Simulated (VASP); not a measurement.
# HfS2 (P-3m1) in VASP: a series of runs, part 2 of 2

VASP 6.6.1.

## 4. Single point, r2SCAN (epitaxial xy strain +4.0%)

Input file POSCAR:

```
HfS2
1.0
    3.7755077968      0.0000000000      0.0000000000
   -1.8877538984      3.2696856642      0.0000000000
    0.0000000000      0.0000000000      5.7607909876
Hf S
1 2
Direct
    0.0000000000      0.0000000000      0.0000000000
    0.3333333333      0.6666666667      0.2379776162
    0.6666666667      0.3333333333      0.7620223838
```

Input file INCAR.step1:

```
SYSTEM = HfS2
ALGO = Normal
EDIFF = 1E-5
ENCUT = 550
GGA = PE
GGA_COMPAT = .False.
ISMEAR = 0
LASPH = .True.
LCHARG = .False.
LREAL = .False.
LWAVE = .True.
NBANDS = 18
NELM = 120
PREC = Accurate
SIGMA = 0.01
```

Input file INCAR.step2:

```
SYSTEM = HfS2
ALGO = Normal
EDIFF = 1E-6
ENCUT = 550
GGA_COMPAT = .False.
ISIF = 2
ISMEAR = 0
ISTART = 1
LASPH = .True.
LCHARG = .False.
LMIXTAU = .True.
LREAL = .False.
LWAVE = .False.
METAGGA = R2SCAN
NBANDS = 18
NELM = 120
PREC = Accurate
SIGMA = 0.01
```

Input file KPOINTS:

```
k-points
0
Gamma
  12 12 4
  0 0 0
```

Potentials or basis: VASP PAW PBE potentials, release 64 (Hf_pv, S).

Command:

```sh
cat potpaw_PBE.64/Hf_pv/POTCAR potpaw_PBE.64/S/POTCAR > POTCAR
cp INCAR.step1 INCAR
mpirun -np 1 vasp_std > vasp.out
cp INCAR.step2 INCAR
mpirun -np 1 vasp_std > vasp.out
```

OUTCAR:

```text
SYSTEM = HfS2
   EDIFF = 1E-6
   ENCUT = 550
   ISIF = 2
   ISMEAR = 0
   ISTART = 1
   LASPH = .True.
   LREAL = .False.
   METAGGA = R2SCAN
   NELM = 120
   PREC = Accurate

 ion  position               nearest neighbor table
   1  0.000  0.000  0.000-   2 2.58   3 2.58   2 2.58   3 2.58   3 2.58   2 2.58
   2  0.333  0.667  0.238-   1 2.58   1 2.58   1 2.58
   3  0.667  0.333  0.762-   1 2.58   1 2.58   1 2.58

  LATTYP: Found a hexagonal cell.
 ALAT       =     3.7755077968
 C/A-ratio  =     1.5258320993

  Lattice vectors:

 A1 = (   3.7755077968,   0.0000000000,   0.0000000000)
 A2 = (  -1.8877538984,   3.2696856642,   0.0000000000)
 A3 = (   0.0000000000,   0.0000000000,   5.7607909876)

Analysis of symmetry for initial positions (statically):
=====================================================================
 Subroutine PRICEL returns:
 Original cell was already a primitive cell.

 Routine SETGRP: Setting up the symmetry group for a
 hexagonal supercell.

[... 162 lines left out ...]
  ---------------------------------------------------
  ext. energy  EPLUGINS =         0.00000000
  ---------------------------------------------------
  free energy    TOTEN  =       -66.53107921 eV

  energy without entropy =      -66.53107921  energy(sigma->0) =      -66.53107921

 E-fermi :   2.9262     XC(G=0):  -9.8804

 val. band max:        2.7534848654   @ k =   0.0000   0.0000   0.0000
 cond. band min:       4.2887223596   @ k =   0.5000   0.0000   0.5000
 fundamental gap:      1.5352374942
 Fermi energy:         2.9261531352

 k-point     1 :       0.0000    0.0000    0.0000
  band No.  band energies     occupation
      1     -29.5651      2.00000
      2     -29.4460      2.00000
      3     -29.4460      2.00000
      4     -10.8777      2.00000
      5      -9.1067      2.00000
      6      -1.8729      2.00000
[... 481 lines left out ...]
      5      -9.3210      2.00000
      6      -1.3529      2.00000
[... 10 lines left out ...]
     17       9.9331      0.00000
     18      10.4523      0.00000

 [... further k-points ...]
[... 5 lines left out ...]
  --------------------------------------------------------------------------------------
  -------------------------------------------------------------------------------------
  Total       -2.6863286     -2.6863286      0.1737505      0.0000000      0.0000000      0.0000000
  in kB      -60.5210179    -60.5210179      3.9144716      0.0000000      0.0000000      0.0000000
  external PRESSURE =     -39.0425214 kB  Pullay stress =       0.0000000 kB

 VOLUME and BASIS-vectors are now :
 -----------------------------------------------------------------------------
  energy-cutoff  :      550.00
  volume of cell :       71.12
      direct lattice vectors                 reciprocal lattice vectors
     3.775507797  0.000000000  0.000000000     0.264865034  0.152919899  0.000000000
    -1.887753898  3.269685664  0.000000000     0.000000000  0.305839797  0.000000000
     0.000000000  0.000000000  5.760790988     0.000000000  0.000000000  0.173587273

 POSITION                                       TOTAL-FORCE (eV/Angst)
 -----------------------------------------------------------------------------------
      0.00000      0.00000      0.00000         0.000000      0.000000      0.000000
     -0.00000      2.17979      1.37094         0.000000     -0.000000     -0.114688
      1.88775      1.08990      4.38985        -0.000000      0.000000      0.114688
 -----------------------------------------------------------------------------------
    total drift:                                0.000000     -0.000000     -0.000000

  FREE ENERGIE OF THE ION-ELECTRON SYSTEM (eV)
  ---------------------------------------------------
  free  energy   TOTEN  =       -66.5310792129 eV

  energy  without entropy=      -66.5310792129  energy(sigma->0) =      -66.53107921
```

Run time: 3.5 min. Hardware: 1 thread of Intel Xeon Platinum 8488C (Sapphire Rapids), shared host; peak memory 0.27 GiB.

What came out:

* Free energy: -66.5311 eV
* Pressure: -3.9 GPa
* Largest force: 0.115 eV/Å
* Band gap on the k mesh: 1.54 eV, indirect (least direct gap 1.99 eV)

Forces in eV/Å, atoms in the order of the input:
```
Hf   0.000  0.000  0.000
S    0.000  0.000 -0.115
S    0.000  0.000  0.115
```

Levels at points of the mesh, in eV from the valence-band top:
| k point | band 7 | band 8 | band 9 | band 10 | band 11 | band 12 | band 13 | band 14 | band 15 | band 16 |
| --- | --- | --- | --- | --- | --- | --- | --- | --- | --- | --- |
| (0.00, 0.00, 0.00) | -3.29 | -3.29 | -0.49 | -0.49 | 0.00 | 1.99 | 1.99 | 2.95 | 5.57 | 5.57 |
| (0.50, 0.00, 0.00) | -2.96 | -2.76 | -2.43 | -2.01 | -1.82 | 1.55 | 3.56 | 3.74 | 6.36 | 6.44 |
| (0.00, 0.00, 0.50) | -3.25 | -3.25 | -1.74 | -0.62 | -0.62 | 1.94 | 1.94 | 3.01 | 6.03 | 6.03 |
| (0.50, 0.00, 0.50) | -3.61 | -2.93 | -2.24 | -1.57 | -0.94 | 1.54 | 3.64 | 3.71 | 5.86 | 6.13 |

Caveat: the cell differs from its parent crystal (epitaxial xy strain +4.0%); the PAW data sets were made with another functional, which shifts forces and pressure a little; spin-orbit coupling is left out, which moves the levels of the heavy elements.

## 5. Overview

```csv
cell,gap on the mesh (eV),pressure (GPa),largest force (eV/Å)
"a = 3.703, b = 3.703, c = 5.820 Å, angles 90.0, 90.0, 120.0°, 3 atoms",1.46,-2.0,0.12
"a = 3.739, b = 3.739, c = 5.790 Å, angles 90.0, 90.0, 120.0°, 3 atoms",1.50,-3.0,0.12
"a = 3.776, b = 3.776, c = 5.761 Å, angles 90.0, 90.0, 120.0°, 3 atoms",1.54,-3.9,0.11
```

Alike in all rows: task single point; level r2SCAN; potentials or basis VASP PAW PBE potentials, release 64 (Hf_pv, S); no spin polarisation; k mesh 12 × 12 × 4; cutoff (eV) 550; smearing gaussian 0.01 eV.

Caveats: the PAW data sets were made with another functional, which shifts forces and pressure a little; spin-orbit coupling is left out, which moves the levels of the heavy elements.

Absolute energies hang on the potentials; compare differences alone.
